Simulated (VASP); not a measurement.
Write the native input for VASP 6.6.1 that does the following.

- Task: single point
- Functional: PBE
- Dispersion: D3(BJ)
- Potentials or basis: VASP PAW PBE potentials, release 64 (C)
- Cutoff: 520 eV
- k mesh: 24 × 24 × 6
- Occupations: gaussian, width 0.15 eV
- Spin: no spin polarisation
- Dipole correction: no
- Further INCAR settings: ALGO = Normal; EDIFF = 1e-06; NBANDS = 11

The structure of C lies in POSCAR:

```
C
1.0
    2.3793640170      0.0000000000      0.0000000000
   -1.1896820085      2.0605896836      0.0000000000
    0.0000000000      0.0000000000      9.0829839262
C
2
Direct
    0.3333333333      0.6666666667      0.0000000000
    0.6666666667      0.3333333333      0.0000000000
```

This cell differs from its parent crystal: ratio of the length along z to the lengths across it x 1.1, volume and fractional coordinates fixed.

The input as run:

INCAR

```
PREC     = Accurate       # precision mode
ENCUT    = 520            # plane-wave cutoff, eV
EDIFF    = 1E-6           # SCF threshold, eV
ISMEAR   = 0              # smearing method
SIGMA    = 0.15           # smearing width, eV
LREAL    = False          # projectors in reciprocal space
LASPH    = True           # aspherical terms in the spheres
NELM     = 100            # most SCF steps
ALGO     = Normal         # electronic algorithm
ISIF     = 2              # what is computed and relaxed
LWAVE    = False          # write WAVECAR
LCHARG   = True           # write CHGCAR
GGA      = PE             # functional
IVDW     = 12             # dispersion correction
LELF     = True           # ELF
LVHAR    = True         
NBANDS   = 11             # bands
```

KPOINTS

```
Automatic mesh
0
Gamma
  24 24 6
```

Potentials or basis: VASP PAW PBE potentials, release 64 (C).

The run is started by

```bash
$ cat potpaw_PBE.64/C/POTCAR > POTCAR
$ mpirun -np 1 vasp_std > vasp.out
```

Results of the run:

```json
{
  "Band gap on the k mesh": "zero (filled and empty bands touch)",
  "Dispersion energy per atom": "-0.088 eV"
}
```

Run time: 62 s on 1 thread of Intel(R) Xeon(R) Platinum 8488C (Sapphire Rapids) (shared host), peak memory 0.22 GiB.
